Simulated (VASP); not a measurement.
The system is MnS.

```
Mn S
1.0
     0.00000    2.63877    2.63877
     2.63877    0.00000    2.63877
     2.63877    2.63877    0.00000
Mn S
1 1
Direct
  0.00000 0.00000 0.00000
  0.50000 0.50000 0.50000
```

Base run:

- Program: VASP 6.6.1
- Functional: PBE exchange alone
- Potentials or basis: VASP PAW PBE potentials, release 64 (Mn_pv, S)
- Cutoff: 520 eV
- k mesh: 9 × 9 × 9
- Occupations: fermi-dirac, width 0.05 eV
- Spin: collinear spin, ferromagnetic start
- Starting moments: [4.0, 0.0] μB

Its results: pressure 9.6 GPa; net moment 4.92 μB per cell; site moments Mn +4.43; S +0.10 μB.

Task: The run is repeated on the same cell with these changes: functional from PBE exchange alone to PBE; dispersion from none to D3(BJ). What comes out?

Result: Pressure -8.3 GPa; net moment 4.80 μB per cell; site moments Mn +4.32; S +0.11 μB.

Several settings changed at once.

Caveats: a cell with one magnetic atom can't hold antiferromagnetic order, which such compounds often take; the cell stands under pressure (at least some runs); the cell stands under tension (at least some runs).
